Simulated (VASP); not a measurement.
# Li16H (a cell with a defect) in VASP: further runs

Li16H (a cell with a defect) is run at these levels: PBE; tasks: single point.

Everything below comes from runs of VASP 6.6.1. Logs are shortened: lines on timing, memory, paths and dates and some standing lists are left out, and cuts for length are marked.

## Step 1: The cell of the first run

The cell holds a defect, 17 atoms: a = 6.980 Å, b = 6.980 Å, c = 6.980 Å, α = 90.00°, β = 90.00°, γ = 90.00°.

## Step 2: Single point, PBE

File INCAR:

```
SYSTEM = Li16H
PREC = Accurate
ENCUT = 520
EDIFF = 1E-6
ISMEAR = 0
SIGMA = 0.15
LREAL = Auto
LASPH = .True.
NELM = 80
ALGO = Normal
ISIF = 2
LWAVE = .False.
LCHARG = .False.
GGA = PE
NBANDS = 38
```

File KPOINTS:

```
regular mesh
0
Gamma
  3 3 3
  0 0 0
```

File POSCAR:

```
Li16H
1.0
    6.9800000000      0.0000000000      0.0000000000
    0.0000000000      6.9800000000      0.0000000000
    0.0000000000      0.0000000000      6.9800000000
Li H
16 1
Direct
   -0.0032974212      0.0002047278     -0.0034730659
    0.5015421203      0.0002113181      0.0095146132
   -0.0150620344      0.5001630372     -0.0059217765
    0.0330886819     -0.0000889685      0.4897971347
    0.2488752149      0.2574187679      0.2487207736
    0.5187842407      0.5002025788      0.0004451289
    0.4716064470     -0.0000011461      0.4841891117
    0.7551869628      0.2525113181      0.2582898281
   -0.0005952722      0.4999656160      0.5142730659
    0.2487780802      0.7435822350      0.2490624642
    0.2557279370      0.2593951289      0.7647075931
    0.5022722063      0.5000177650      0.5052067335
    0.7551637536      0.7479749284      0.2582600287
    0.7470967049      0.2355088825      0.7378163324
    0.2557048711      0.7412379656      0.7647939828
    0.7470812321      0.7648806590      0.7379664756
    0.2529128940      0.0005706304      0.3259212034
```

Potentials or basis: VASP PAW PBE potentials, release 64 (Li_sv, H).

The run is started by

```sh
cat potpaw_PBE.64/Li_sv/POTCAR potpaw_PBE.64/H/POTCAR > POTCAR
mpirun -np 1 vasp_std > vasp.out
```

OUTCAR:

```text
SYSTEM = Li16H
   PREC = Accurate
   ENCUT = 520
   EDIFF = 1E-6
   ISMEAR = 0
   LREAL = Auto
   LASPH = .True.
   NELM = 80
   ISIF = 2
   GGA = PE

 ion  position               nearest neighbor table
   1  0.997  0.000  0.997-
   2  0.502  0.000  0.010-
   3  0.985  0.500  0.994-
   4  0.033  1.000  0.490-
   5  0.249  0.257  0.249-
   6  0.519  0.500  0.000-
[... 9 lines left out ...]
  16  0.747  0.765  0.738-
  17  0.253  0.001  0.326-

  LATTYP: Found a simple cubic cell.
 ALAT       =     6.9800000000

  Lattice vectors:

 A1 = (   6.9800000000,   0.0000000000,   0.0000000000)
 A2 = (   0.0000000000,   6.9800000000,   0.0000000000)
 A3 = (   0.0000000000,   0.0000000000,   6.9800000000)

Analysis of symmetry for initial positions (statically):
=====================================================================
 Subroutine PRICEL returns:
 Original cell was already a primitive cell.

 Routine SETGRP: Setting up the symmetry group for a
 simple cubic supercell.

 Subroutine GETGRP returns: Found  1 space group operations
 (whereof  1 operations were pure point group operations)
 out of a pool of 48 trial point group operations.

The static configuration has the point symmetry C_1 .

Analysis of symmetry for dynamics (positions and initial velocities):
=====================================================================
 Subroutine PRICEL returns:
 Original cell was already a primitive cell.

 Routine SETGRP: Setting up the symmetry group for a
 simple cubic supercell.

 Subroutine GETGRP returns: Found  1 space group operations
 (whereof  1 operations were pure point group operations)
 out of a pool of 48 trial point group operations.

The dynamic configuration has the point symmetry C_1 .

 Subroutine INISYM returns: Found  1 space group operations
 (whereof  1 operations are pure point group operations),
 and found     1 'primitive' translations

----------------------------------------------------------------------------------------

                                     Primitive cell

  volume of cell :     340.0684

  direct lattice vectors                    reciprocal lattice vectors
     6.980000000  0.000000000  0.000000000     0.143266476  0.000000000  0.000000000
     0.000000000  6.980000000  0.000000000     0.000000000  0.143266476  0.000000000
     0.000000000  0.000000000  6.980000000     0.000000000  0.000000000  0.143266476

  length of vectors
     6.980000000  6.980000000  6.980000000     0.143266476  0.143266476  0.143266476

  position of ions in fractional coordinates (direct lattice)
     0.996702579  0.000204728  0.996526934
     0.501542120  0.000211318  0.009514613
     0.984937966  0.500163037  0.994078223
     0.033088682  0.999911031  0.489797135
     0.248875215  0.257418768  0.248720774
     0.518784241  0.500202579  0.000445129
[... 9 lines left out ...]
     0.747081232  0.764880659  0.737966476
     0.252912894  0.000570630  0.325921203

  ion indices of the primitive-cell ions
   primitive index   ion index
                 1           1
                 2           2
                 3           3
                 4           4
                 5           5
                 6           6
[... 9 lines left out ...]
                16          16
                17          17

----------------------------------------------------------------------------------------

 KPOINTS: regular mesh

Automatic generation of k-mesh.
 Grid dimensions read from file:
 generate k-points for:    3    3    3

 Generating k-lattice:

  Cartesian coordinates                     Fractional coordinates (reciprocal lattice)
     0.047755492  0.000000000  0.000000000     0.333333333  0.000000000  0.000000000
     0.000000000  0.047755492  0.000000000     0.000000000  0.333333333  0.000000000
     0.000000000  0.000000000  0.047755492     0.000000000  0.000000000  0.333333333

  Length of vectors
     0.047755492  0.047755492  0.047755492

  Shift w.r.t. Gamma in fractional coordinates (k-lattice)
     0.000000000  0.000000000  0.000000000

 Subroutine IBZKPT returns following result:
 ===========================================

 Found     14 irreducible k-points:

 Following reciprocal coordinates:
            Coordinates               Weight
  0.000000  0.000000  0.000000      1.000000
  0.333333  0.000000  0.000000      2.000000
  0.000000  0.333333  0.000000      2.000000
  0.000000  0.000000  0.333333      2.000000
  0.333333  0.333333  0.000000      2.000000
  0.000000  0.333333  0.333333      2.000000
  0.333333  0.000000  0.333333      2.000000
 -0.333333  0.333333  0.000000      2.000000
 -0.333333  0.000000  0.333333      2.000000
  0.000000 -0.333333  0.333333      2.000000
  0.333333  0.333333  0.333333      2.000000
 -0.333333  0.333333  0.333333      2.000000
 -0.333333 -0.333333  0.333333      2.000000
  0.333333 -0.333333  0.333333      2.000000
   k-points           NKPTS =     14   k-points in BZ     NKDIM =     14   number of bands    NBANDS=     38
   number of dos      NEDOS =    301   number of ions     NIONS =     17
   total plane-waves  NPLWV = 157464
   dimension x,y,z NGX =    54 NGY =   54 NGZ =   54
   dimension x,y,z NGXF=   108 NGYF=  108 NGZF=  108
   ions per type =              16   1
   NGX,Y,Z   is equivalent  to a cutoff of  12.86, 12.86, 12.86 a.u.
   NGXF,Y,Z  is equivalent  to a cutoff of  25.72, 25.72, 25.72 a.u.
 SYSTEM =  Li16H
   PREC   = accura    normal or accurate (medium, high low for compatibility)
   ISTART =      0    job   : 0-new  1-cont  2-samecut
   ICHARG =      2    charge: 1-file 2-atom 10-const
   ISPIN  =      1    spin polarized calculation?
   LNONCOLLINEAR =      F non collinear calculations
   LSORBIT =      F    spin-orbit coupling
   LASPH  =      T    aspherical Exc in radial PAW
   ENCUT  =  520.0 eV  38.22 Ry    6.18 a.u.  12.98 12.98 12.98*2*pi/ulx,y,z
   NELM   =     80;   NELMIN=  2; NELMDL= -5     # of ELM steps
   EDIFF  = 0.1E-05   stopping-criterion for ELM
   LREAL  =      T    real-space projection
   EDIFFG = 0.1E-04   stopping-criterion for IOM
   NSW    =      0    number of steps for IOM
   IBRION =     -1    ionic relax: 0-MD 1-quasi-New 2-CG
   NFREE  =      0    steps in history (QN), initial steepest desc. (CG)
   ISIF   =      2    stress and relaxation
   ISYM   =      2    0-nonsym 1-usesym 2-fastsym
   POTIM  = 0.5000    time-step for ionic-motion
   TEBEG  =    0.0;   TEEND  =   0.0 temperature during run
   PSTRESS=    0.0 pullay stress
   NELECT =      49.0000    total number of electrons
   NUPDOWN=      -1.0000    fix difference up-down
   EMIN   =  10.00;   EMAX   =-10.00  energy-range for DOS
   EFERMI =   0.00;   METHOD = LEGACY
   ISMEAR =     0;   SIGMA  =   0.15  broadening in eV -4-tet -1-fermi 0-gaus
   EFERMI_NEDOS =   21; number of points for ismear=-14 and -15
   IALGO  =     38    algorithm
   IMIX   =      4    mixing-type and parameters
     AMIX     =   0.40;   BMIX     =  1.00
     AMIX_MAG =   1.60;   BMIX_MAG =  1.00
  volume/ion in A,a.u.               =      20.00       134.99
  Fermi-wavevector in a.u.,A,eV,Ry     =   0.858258  1.621873 10.022155  0.736608
  Thomas-Fermi vector in A             =   1.975436
   LORBIT       =      0    0 simple, 1 ext, 2 COOP (PROOUT), +10 PAW based schemes
   GGA     = PE    functional components
   LHFCALC =     F    Hartree Fock is set to
   AEXX    =    0.0000 exact exchange contribution
   IVDW    =     0    specifies the selected vdW correction
   LEPSILON=     F    determine dielectric tensor
   LRPA    =     F    only Hartree local field effects (RPA)
 non-spin polarized calculation
 Gauss-broadening in eV      SIGMA  =   0.15
  energy-cutoff  :      520.00
  volume of cell :      340.07
 maximum number of plane-waves:      9180
 NGX is ok and might be reduce to    54
   NGX = 25   NGY = 25   NGZ = 25

 number of electron      48.9999990 magnetization

 Free energy of the ion-electron system (eV)
  ---------------------------------------------------
  ext. energy  EPLUGINS =         0.00000000
  ---------------------------------------------------
  free energy    TOTEN  =       -34.28918865 eV

  energy without entropy =      -34.17670398  energy(sigma->0) =      -34.23294631

 E-fermi :   0.5142     XC(G=0):  -6.9691

 val. band max:        0.5056716699   @ k =   0.3333   0.0000   0.3333
 cond. band min:       0.5244466929   @ k =  -0.3333   0.0000   0.3333
 fundamental gap:      0.0187750230
 Fermi energy:         0.5141970983

 k-point     1 :       0.0000    0.0000    0.0000
  band No.  band energies     occupation
      1     -46.2431      2.00000
      2     -46.2368      2.00000
      3     -46.0878      2.00000
      4     -46.0859      2.00000
      5     -46.0717      2.00000
      6     -46.0698      2.00000
[... 28 lines left out ...]
     35       3.6090      0.00000
     36       3.7861      0.00000

 k-point     2 :       0.3333    0.0000    0.0000
  band No.  band energies     occupation
      1     -46.2430      2.00000
      2     -46.2369      2.00000
      3     -46.0877      2.00000
      4     -46.0859      2.00000
      5     -46.0717      2.00000
      6     -46.0698      2.00000
[... 28 lines left out ...]
     35       3.7602      0.00000
     36       3.7616      0.00000

 k-point     3 :       0.0000    0.3333    0.0000
  band No.  band energies     occupation
      1     -46.2431      2.00000
      2     -46.2368      2.00000
      3     -46.0874      2.00000
      4     -46.0862      2.00000
      5     -46.0713      2.00000
      6     -46.0703      2.00000
[... 28 lines left out ...]
     35       3.7607      0.00000
     36       3.7683      0.00000
[... 352 lines left out ...]
 k-point    13 :      -0.3333   -0.3333    0.3333
  band No.  band energies     occupation
      1     -46.2430      2.00000
      2     -46.2369      2.00000
      3     -46.0874      2.00000
      4     -46.0863      2.00000
      5     -46.0713      2.00000
      6     -46.0703      2.00000
[... 28 lines left out ...]
     35       3.6495      0.00000
     36       3.7807      0.00000

 k-point    14 :       0.3333   -0.3333    0.3333
  band No.  band energies     occupation
      1     -46.2430      2.00000
      2     -46.2369      2.00000
      3     -46.0874      2.00000
      4     -46.0863      2.00000
      5     -46.0713      2.00000
      6     -46.0703      2.00000
[... 28 lines left out ...]
     35       3.6464      0.00000
     36       3.7982      0.00000
 [bands above 36 left out]

------------------------ aborting loop because EDIFF is reached ----------------------------------------

  FORCE on cell =-STRESS in cart. coord.  units (eV):
  Direction    XX          YY          ZZ          XY          YZ          ZX
  --------------------------------------------------------------------------------------
  -------------------------------------------------------------------------------------
  Total       -1.7424334     -1.5107506     -1.8779380      0.0004228      0.0052116      0.1620732
  in kB       -8.2091936     -7.1176575     -8.8476018      0.0019918      0.0245536      0.7635819
  external PRESSURE =      -8.0581510 kB  Pullay stress =       0.0000000 kB

 VOLUME and BASIS-vectors are now :
 -----------------------------------------------------------------------------
  energy-cutoff  :      520.00
  volume of cell :      340.07
      direct lattice vectors                 reciprocal lattice vectors
     6.980000000  0.000000000  0.000000000     0.143266476  0.000000000  0.000000000
     0.000000000  6.980000000  0.000000000     0.000000000  0.143266476  0.000000000
     0.000000000  0.000000000  6.980000000     0.000000000  0.000000000  0.143266476

 POSITION                                       TOTAL-FORCE (eV/Angst)
 -----------------------------------------------------------------------------------
      6.95698      0.00143      6.95576         0.012140      0.000415      0.009957
      3.50076      0.00148      0.06641         0.006760      0.000070     -0.006543
      6.87487      3.49114      6.93867         0.003432      0.001368     -0.002762
      0.23096      6.97938      3.41878         0.018439      0.004886     -0.016429
      1.73715      1.79678      1.73607        -0.006249      0.004004      0.006873
      3.62111      3.49141      0.00311         0.001063      0.000912     -0.001307
[... 9 lines left out ...]
      5.21463      5.33887      5.15101        -0.001912     -0.001632      0.005446
      1.76533      0.00398      2.27493        -0.011358     -0.003350     -0.014447
 -----------------------------------------------------------------------------------
    total drift:                                0.001317     -0.003297      0.009155

  FREE ENERGIE OF THE ION-ELECTRON SYSTEM (eV)
  ---------------------------------------------------
  free  energy   TOTEN  =       -34.2891886460 eV

  energy  without entropy=      -34.1767039810  energy(sigma->0) =      -34.23294631
```

Wall time 5.7 min (1 thread of Oxide Virtual Turin-like, shared host); peak memory 0.38 GiB.

What came out:

```
Free energy            : -34.2892 eV
Largest force          : 0.025 eV/Å
Band gap on the k mesh : zero (an odd number of electrons rules out a gap without spin polarisation)
```

Forces in eV/Å, atoms in the order of the input:
```
Li   0.012  0.000  0.010
Li   0.007  0.000 -0.007
Li   0.003  0.001 -0.003
Li   0.018  0.005 -0.016
Li  -0.006  0.004  0.007
Li   0.001  0.001 -0.001
Li  -0.001  0.004 -0.001
Li  -0.007 -0.002  0.002
Li   0.002  0.004  0.000
Li  -0.007 -0.011  0.002
Li  -0.004  0.002  0.002
Li   0.008  0.004  0.001
Li  -0.006  0.000  0.003
Li  -0.002 -0.001  0.007
Li  -0.004 -0.006  0.003
Li  -0.002 -0.002  0.005
H   -0.011 -0.003 -0.014
```

Levels at points of the mesh, in eV from the Fermi level:
| k point | band 21 | band 22 | band 23 | band 24 | band 25 | band 26 | band 27 | band 28 |
| --- | --- | --- | --- | --- | --- | --- | --- | --- |
| (0.00, 0.00, 0.00) | -1.14 | -1.11 | -1.06 | -0.32 | 0.25 | 0.26 | 0.27 | 0.27 |

Caveat: the cutoff is under 1.25 times the usual one of these potentials, so pressure, stress and relaxed cells hold a basis-set (Pulay) error.

## Step 3: Single point, PBE

File INCAR:

```
  ALGO = Normal
  EDIFF = 1E-6
  ENCUT = 520
  GGA = PE
  ISIF = 2
  ISMEAR = 0
  LASPH = T
  LCHARG = F
  LREAL = Auto
  LWAVE = F
  NBANDS = 38
  NELM = 100
  PREC = Accurate
  SIGMA = 0.15
```

File KPOINTS:

```
k-points
0
Gamma
  3 3 3
```

File POSCAR:

```
Li16H
1.0
    6.9800000000      0.0000000000      0.0000000000
    0.0000000000      6.9800000000      0.0000000000
    0.0000000000      0.0000000000      6.9800000000
Li H
16 1
Direct
   -0.0056942693      0.0001767908     -0.0028793696
    0.4908290831      0.0003575931      0.0337524355
   -0.0036952722      0.5001810888     -0.0160979943
    0.0017084527      0.0001535817      0.5061534384
    0.2491126074      0.2532161891      0.2493873926
    0.5111899713      0.5003038682     -0.0000700573
    0.4855681948      0.0002454155      0.4702787966
    0.7655257880      0.2614806590      0.2549007163
    0.0017650430      0.5001381089      0.5195289398
    0.2488090258      0.7467514327      0.2494820917
    0.2586865330      0.2498577364      0.7539297994
    0.5045316619      0.5002459885      0.5029528653
    0.7654929799      0.7388297994      0.2549014327
    0.7370941261      0.2369083095      0.7483856734
    0.2586455587      0.7504719198      0.7539667622
    0.7370202006      0.7635512894      0.7484223496
    0.3318326648     -0.0000266476      0.2509260745
```

Potentials or basis: VASP PAW PBE potentials, release 64 (Li_sv, H).

The run is started by

```sh
cat potpaw_PBE.64/Li_sv/POTCAR potpaw_PBE.64/H/POTCAR > POTCAR
mpirun -np 1 vasp_std > vasp.out
```

Wall time 6.8 min (1 thread of Oxide Virtual Turin-like, shared host); peak memory 0.38 GiB.

The run converged. Its results:

- Free energy: -34.2884 eV
- Largest force: 0.024 eV/Å
- Band gap on the k mesh: zero (an odd number of electrons rules out a gap without spin polarisation)

Forces on the atoms (eV/Å):
```
Li   0.010  0.000  0.003
Li   0.006 -0.003 -0.007
Li   0.009 -0.001  0.003
Li   0.008  0.000 -0.007
Li  -0.012  0.021  0.000
Li  -0.006 -0.001  0.001
Li   0.014 -0.001  0.012
Li  -0.002  0.001 -0.001
Li   0.002  0.000 -0.002
Li  -0.008 -0.016 -0.001
Li  -0.003 -0.002  0.000
Li   0.001 -0.002 -0.001
Li  -0.002  0.001 -0.001
Li  -0.002  0.009  0.004
Li  -0.003  0.004 -0.001
Li  -0.001 -0.010  0.003
H   -0.011  0.001 -0.004
```

Levels at points of the mesh, in eV from the Fermi level:
| k point | band 22 | band 23 | band 24 | band 25 | band 26 | band 27 |
| --- | --- | --- | --- | --- | --- | --- |
| (0.00, 0.00, 0.00) | -1.11 | -1.06 | -0.32 | 0.25 | 0.27 | 0.27 |

Caveat: the cutoff is under 1.25 times the usual one of these potentials, so pressure, stress and relaxed cells hold a basis-set (Pulay) error.

The gap in the log of VASP goes by the Fermi energy; the results here count the filled bands.